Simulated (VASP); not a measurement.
Input of a VASP 6.6.1 run:

The input INCAR:

```
SYSTEM = Ga
  PREC = Accurate
  ENCUT = 520
  EDIFF = 1E-6
  ISMEAR = -1
  SIGMA = 0.05
  LREAL = .False.
  LASPH = .True.
  NELM = 80
  ALGO = Fast
  ISIF = 2
  LWAVE = .False.
  LCHARG = .False.
  NBANDS = 20
```

The input KPOINTS:

```
regular mesh
0
Gamma
  10 10 8
  0 0 0
```

POSCAR

```
Ga
1.0
    1.3830000000     -4.0265000000      0.0000000000
    1.3830000000      4.0265000000      0.0000000000
   -0.1174474948      0.0000000000      3.3299294416
Ga
2
Direct
    0.1310000000      0.8690000000      0.7500000000
    0.8690000000      0.1310000000      0.2500000000
```

Potentials or basis: VASP PAW LDA potentials, release 64 (Ga_d).

Run with:

```bash
$ cat potpaw_LDA.64/Ga_d/POTCAR > POTCAR
$ mpirun -np 1 vasp_std > vasp.out
```

**Question.** Estimate the largest force.

**Answer.** 0.183 eV/Å.

**Question.** Estimate the pressure.

**Answer.** -3.9 GPa.

**Question.** Predict the band gap on the k mesh.

**Answer.** Zero (bands 13 and 14 overlap by 8.32 eV).

Forces on the atoms (eV/Å):
```
Ga   0.000 -0.183  0.000
Ga   0.000  0.183  0.000
```

Caveat: the cell stands under tension.
